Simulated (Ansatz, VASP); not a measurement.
## SiO2 in VASP and in Ansatz

The input INCAR:

```
SYSTEM = SiO2
PREC = Accurate ; ENCUT = 520
EDIFF = 1E-6 ; ISMEAR = 0
SIGMA = 0.05 ; LREAL = .False.
LASPH = .True. ; NELM = 60
ALGO = Normal ; ISIF = 2
LWAVE = .False. ; LCHARG = .False.
GGA = PE ; NBANDS = 25
```

Contents of KPOINTS:

```
Automatic mesh
0
Gamma
  6 6 8
  0 0 0
```

POSCAR

```
SiO2
1.0
    4.2358788266      0.0000000000      0.0000000000
    0.0000000000      4.2358788266      0.0000000000
    0.0000000000      0.0000000000      2.6897743046
Si O
2 4
Direct
    0.5000000000      0.5000000000      0.5000000000
    0.0000000000      0.0000000000      0.0000000000
    0.6557534092      0.7302721762      0.0000000000
    0.1557534092      0.7697278238      0.5000000000
    0.3442465908      0.2697278238      0.0000000000
    0.8442465908      0.2302721762      0.5000000000
```

Input for Ansatz:

```yaml
crystal:
  lattice:
    - [4.2358788266, 0.0, 0.0]
    - [0.0, 4.2358788266, 0.0]
    - [0.0, 0.0, 2.6897743046]
  atoms:
    - { symbol: Si, position: [0.5, 0.5, 0.5] }
    - { symbol: Si, position: [0.0, 0.0, 0.0] }
    - { symbol: O, position: [0.6557534092, 0.7302721762, 0.0] }
    - { symbol: O, position: [0.1557534092, 0.7697278238, 0.5] }
    - { symbol: O, position: [0.3442465908, 0.2697278238, 0.0] }
    - { symbol: O, position: [0.8442465908, 0.2302721762, 0.5] }
basis:
  ecutwfc: 520.0
kpoints:
  mp_grid: { grid: [6, 6, 8] }
hamiltonian:
  xc: pbe
  pseudopotentials: { kind: paw, azcp: { folder: soft_1 } }
scf:
  occupations: { method: gaussian, width: 0.05 }
output:
  forces: true
  stress: true
  eigenvalues: true
```

Change from the starting cell: mode 4 frozen in at -0.223 Å, normal strain along y +0.0000.

Alike in both runs: task single point; functional PBE; k mesh 6 × 6 × 8; occupations gaussian, width 0.05 eV; no spin polarisation.

```csv
,VASP,Ansatz
version,VASP 6.6.1,Ansatz 0.2.0
potentials or method,"VASP PAW PBE potentials, release 64 (Si, O), cutoff 520 eV","scalar-relativistic, plane waves, PAW"
valence electrons in the cell,32,32
```

VASP gave:

| Item | Value |
| --- | --- |
| gap on the k mesh at the Fermi level (eV) | 5.17 |
| least direct gap on the mesh (eV) | 5.20 |
| pressure (GPa) | -3.2 |
| traceless stress, the component that is largest in VASP (GPa) | -9.19 |
| rms of the force components (eV/Å) | 0.441 |

Task: Which values does Ansatz return?

Result: gap on the k mesh at the Fermi level (eV): 5.20; least direct gap on the mesh (eV): 5.22; pressure (GPa): -3.5; traceless stress, the component that is largest in VASP (GPa): -9.00; rms of the force components (eV/Å): 0.442.

Atom by atom the forces differ by 0.010 eV/Å (rms over components).
